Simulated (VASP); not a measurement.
# Sr2GePd2 (I4/mmm) in VASP: a series of runs, part 2 of 2

VASP 6.6.1. Earlier steps stand in the parts before.

### 3 Single point, PBE

This run uses another cell than the first one, of 27.11 Å³/atom, 1.242 times its volume.

File INCAR:

```
ALGO = Fast
EDIFF = 1E-6
ENCUT = 520
GGA = PE
ISIF = 2
ISMEAR = 0
LASPH = T
LCHARG = F
LREAL = F
LWAVE = F
NBANDS = 35
NELM = 60
PREC = Accurate
SIGMA = 0.1
```

File KPOINTS:

```
k-points
0
Gamma
  6 6 6
```

File POSCAR:

```
Sr2GePd2
1.0
   -2.9824132360      2.9824132360      3.8100303967
    2.9824132360     -2.9824132360      3.8100303967
    2.9824132360      2.9824132360     -3.8100303967
Sr Ge Pd
2 1 2
Direct
    0.2500000000      0.7500000000      0.5000000000
    0.7500000000      0.2500000000      0.5000000000
    0.0000000000      0.0000000000      0.0000000000
    0.6774100059      0.6774100059      0.0000000000
    0.3225899941      0.3225899941      0.0000000000
```

Potentials or basis: VASP PAW PBE potentials, release 64 (Sr_sv, Ge_d, Pd).

Run with:

```
> cat potpaw_PBE.64/Sr_sv/POTCAR potpaw_PBE.64/Ge_d/POTCAR potpaw_PBE.64/Pd/POTCAR > POTCAR
> mpirun -np 1 vasp_std > vasp.out
```

OUTCAR:

```text
EDIFF = 1E-6
   ENCUT = 520
   GGA = PE
   ISIF = 2
   ISMEAR = 0
   LASPH = T
   LREAL = F
   NELM = 60
   PREC = Accurate

 ion  position               nearest neighbor table
   1  0.250  0.750  0.500-   5 3.03   4 3.03   5 3.03   4 3.03   3 3.54   3 3.54   3 3.54   3 3.54
                             2 3.81   2 3.81   2 4.22   2 4.22   2 4.22   2 4.22
   2  0.750  0.250  0.500-   5 3.03   4 3.03   5 3.03   4 3.03   3 3.54   3 3.54   3 3.54   3 3.54
                             1 3.81   1 3.81   1 4.22   1 4.22   1 4.22   1 4.22
   3  0.000  0.000  0.000-   4 2.46   5 2.46   1 3.54   2 3.54   2 3.54   1 3.54   1 3.54   2 3.54
                             2 3.54   1 3.54
   4  0.677  0.677  0.000-   3 2.46   5 2.70   1 3.03   2 3.03   1 3.03   2 3.03
   5  0.323  0.323  0.000-   3 2.46   4 2.70   1 3.03   2 3.03   1 3.03   2 3.03

  LATTYP: Found a body centered tetragonal cell.
 ALAT       =     5.9648264720
 C/A-ratio  =     1.2774991576

  Lattice vectors:

 A1 = (  -2.9824132360,   2.9824132360,   3.8100303967)
 A2 = (   2.9824132360,  -2.9824132360,   3.8100303967)
 A3 = (   2.9824132360,   2.9824132360,  -3.8100303967)

Analysis of symmetry for initial positions (statically):
=====================================================================
 Subroutine PRICEL returns:
 Original cell was already a primitive cell.

 Routine SETGRP: Setting up the symmetry group for a
 body centered tetragonal supercell.

 Subroutine GETGRP returns: Found 16 space group operations
 (whereof 16 operations were pure point group operations)
 out of a pool of 16 trial point group operations.

The static configuration has the point symmetry D_4h.

Analysis of symmetry for dynamics (positions and initial velocities):
=====================================================================
 Subroutine PRICEL returns:
 Original cell was already a primitive cell.

 Routine SETGRP: Setting up the symmetry group for a
 body centered tetragonal supercell.
[... 126 lines left out ...]
   ISMEAR =     0;   SIGMA  =   0.10  broadening in eV -4-tet -1-fermi 0-gaus
   EFERMI_NEDOS =   21; number of points for ismear=-14 and -15
   IALGO  =     68    algorithm
   IMIX   =      4    mixing-type and parameters
     AMIX     =   0.40;   BMIX     =  1.00
     AMIX_MAG =   1.60;   BMIX_MAG =  1.00
  volume/ion in A,a.u.               =      27.11       182.96
  Fermi-wavevector in a.u.,A,eV,Ry     =   1.204568  2.276304 19.741843  1.450985
  Thomas-Fermi vector in A             =   2.340290
   LORBIT       =      0    0 simple, 1 ext, 2 COOP (PROOUT), +10 PAW based schemes
   GGA     = PE    functional components
   LHFCALC =     F    Hartree Fock is set to
   AEXX    =    0.0000 exact exchange contribution
   IVDW    =     0    specifies the selected vdW correction
   LEPSILON=     F    determine dielectric tensor
   LRPA    =     F    only Hartree local field effects (RPA)
 non-spin polarized calculation
 RMM-DIIS sequential band-by-band and
 Gauss-broadening in eV      SIGMA  =   0.10
  energy-cutoff  :      520.00
  volume of cell :      135.56
 maximum number of plane-waves:      3674
   NGX = 21   NGY = 21   NGZ = 21

 number of electron      53.9999986 magnetization

 Free energy of the ion-electron system (eV)
  ---------------------------------------------------
  ext. energy  EPLUGINS =         0.00000000
  ---------------------------------------------------
  free energy    TOTEN  =       -20.42367312 eV

  energy without entropy =      -20.39617637  energy(sigma->0) =      -20.40992475

 E-fermi :   4.0052     XC(G=0):  -9.6101

 val. band max:        3.9842307092   @ k =  -0.3333   0.5000   0.1667
 cond. band min:       4.0078669901   @ k =  -0.1667   0.5000   0.1667
 fundamental gap:      0.0236362809
 Fermi energy:         4.0051980379

 k-point     1 :       0.0000    0.0000    0.0000
  band No.  band energies     occupation
      1     -31.3193      2.00000
      2     -31.2858      2.00000
      3     -20.3317      2.00000
      4     -20.3231      2.00000
      5     -20.2215      2.00000
      6     -20.2215      2.00000
[... 901 lines left out ...]
     34       7.7643      0.00000
     35       8.2273      0.00000

 [... further k-points ...]
[... 5 lines left out ...]
  --------------------------------------------------------------------------------------
  -------------------------------------------------------------------------------------
  Total        0.2349561      0.2349561     -0.0865823      0.0000000      0.0000000      0.0000000
  in kB        2.7769835      2.7769835     -1.0233295      0.0000000      0.0000000      0.0000000
  external PRESSURE =       1.5102125 kB  Pullay stress =       0.0000000 kB

 VOLUME and BASIS-vectors are now :
 -----------------------------------------------------------------------------
  energy-cutoff  :      520.00
  volume of cell :      135.56
      direct lattice vectors                 reciprocal lattice vectors
    -2.982413236  2.982413236  3.810030397     0.000000000  0.167649471  0.131232549
     2.982413236 -2.982413236  3.810030397     0.167649471  0.000000000  0.131232549
     2.982413236  2.982413236 -3.810030397     0.167649471  0.167649471  0.000000000

 POSITION                                       TOTAL-FORCE (eV/Angst)
 -----------------------------------------------------------------------------------
      2.98241     -0.00000      1.90502         0.000000      0.000000     -0.000000
     -0.00000      2.98241      1.90502         0.000000      0.000000      0.000000
      0.00000      0.00000      0.00000         0.000000      0.000000      0.000000
      0.00000      0.00000      5.16191        -0.000000     -0.000000      0.004489
      0.00000      0.00000      2.45816        -0.000000     -0.000000     -0.004489
 -----------------------------------------------------------------------------------
    total drift:                               -0.000000      0.000000      0.000000

  FREE ENERGIE OF THE ION-ELECTRON SYSTEM (eV)
  ---------------------------------------------------
  free  energy   TOTEN  =       -20.4236731249 eV

  energy  without entropy=      -20.3961763654  energy(sigma->0) =      -20.40992475
```

OSZICAR:

```text
N       E                     dE             d eps       ncg     rms          rms(c)
DAV:   1     0.493667439489E+03    0.49367E+03   -0.25419E+04  2593   0.227E+03
DAV:   2     0.443285684631E+02   -0.44934E+03   -0.43119E+03  2187   0.690E+02
DAV:   3    -0.145147564168E+02   -0.58843E+02   -0.57814E+02  2314   0.143E+02
[... 34 lines left out ...]
RMM:  38    -0.204236689318E+02   -0.15533E-05   -0.17696E-05  2913   0.183E-02    0.123E-02
RMM:  39    -0.204236702412E+02   -0.13094E-05   -0.15814E-05  2853   0.172E-02    0.110E-02
RMM:  40    -0.204236714090E+02   -0.11678E-05   -0.12547E-05  2726   0.156E-02    0.110E-02
RMM:  41    -0.204236723891E+02   -0.98005E-06   -0.11387E-05  2689   0.153E-02    0.115E-02
RMM:  42    -0.204236731249E+02   -0.73586E-06   -0.94914E-06  2671   0.144E-02
   1 F= -.20423673E+02 E0= -.20409925E+02  d E =-.274968E-01
```

stdout:

```text
POSCAR found type information on POSCAR SrGePd
 POSCAR found :  3 types and       5 ions
 scaLAPACK will be used
 LDA part: xc-table for (Slater+PW92), standard interpolation
 POSCAR, INCAR and KPOINTS ok, starting setup
 FFT: planning ... GRIDC
 FFT: planning ... GRID_SOFT
 FFT: planning ... GRID
 WAVECAR not read
 entering main loop
WARNING in EDDRMM: call to ZHEGV failed, returncode =   6  3     15
WARNING in EDDRMM: call to ZHEGV failed, returncode =   6  3     14
WARNING in EDDRMM: call to ZHEGV failed, returncode =   6  3     16
WARNING in EDDRMM: call to ZHEGV failed, returncode =   8  4     15
WARNING in EDDRMM: call to ZHEGV failed, returncode =   6  3     31
WARNING in EDDRMM: call to ZHEGV failed, returncode =   6  3     19
WARNING in EDDRMM: call to ZHEGV failed, returncode =   6  3     24
```

Run time: 15 min. Hardware: 1 thread of AMD EPYC 7R43 (Zen 3), shared host; peak memory 0.33 GiB.

What came out:

* Free energy: -20.4237 eV
* Pressure: 0.2 GPa
* Largest force: 0.004 eV/Å
* Band gap on the k mesh: zero (band 27 reaches 4.24 eV, above the bottom of band 28 at 3.12 eV)

Forces on the atoms (eV/Å):
```
Sr   0.000  0.000  0.000
Sr   0.000  0.000  0.000
Ge   0.000  0.000  0.000
Pd   0.000  0.000  0.004
Pd   0.000  0.000 -0.004
```

Levels at points of the mesh, in eV from the Fermi level:
| k point | band 24 | band 25 | band 26 | band 27 | band 28 | band 29 | band 30 | band 31 |
| --- | --- | --- | --- | --- | --- | --- | --- | --- |
| (0.00, 0.00, 0.00) | -1.94 | -1.68 | -1.58 | 0.03 | 0.03 | 1.30 | 2.98 | 2.99 |
| (0.50, 0.00, 0.00) | -1.91 | -1.90 | -0.32 | 0.23 | 0.87 | 0.99 | 1.54 | 2.17 |
| (0.50, 0.50, 0.00) | -2.11 | -2.02 | -1.62 | -0.92 | 0.30 | 1.22 | 2.11 | 2.26 |
| (0.50, 0.50, 0.50) | -1.96 | -1.96 | -1.71 | -0.88 | -0.88 | 1.16 | 2.84 | 2.84 |
